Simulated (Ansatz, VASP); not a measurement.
**One calculation of Ta2N, two programs**

```
CELL_PARAMETERS angstrom
3.11286 0.00000 0.00000
-1.55643 2.69582 0.00000
0.00000 0.00000 4.86984
ATOMIC_POSITIONS crystal
Ta 0.66667 0.33333 0.74529
Ta 0.33333 0.66667 0.25471
N 0.00000 0.00000 0.00000
```

Alike in both runs: task single point; functional PBE; k mesh 12 × 12 × 7; no spin polarisation.

|  | VASP | Ansatz |
| --- | --- | --- |
| version | VASP 6.6.1 | Ansatz 0.2.0 |
| potentials or method | VASP PAW PBE potentials, release 64 (Ta_pv, N), cutoff 520 eV | plane waves, PAW |
| occupations | methfessel-paxton of order 1, width 0.1 eV | cold |
| valence electrons in the cell | 27 | 31 |

|  | VASP | Ansatz | Ansatz less VASP |
| --- | --- | --- | --- |
| rms of the force components (eV/Å) | 0.035 | 0.056 | +0.0205 |

Atom by atom the forces differ by 0.020 eV/Å (rms over components). VASP's potentials hold 27 valence electrons a cell and Ansatz's 31, so a difference there can come from the potentials and not from the codes.

Spin-orbit coupling is off throughout.
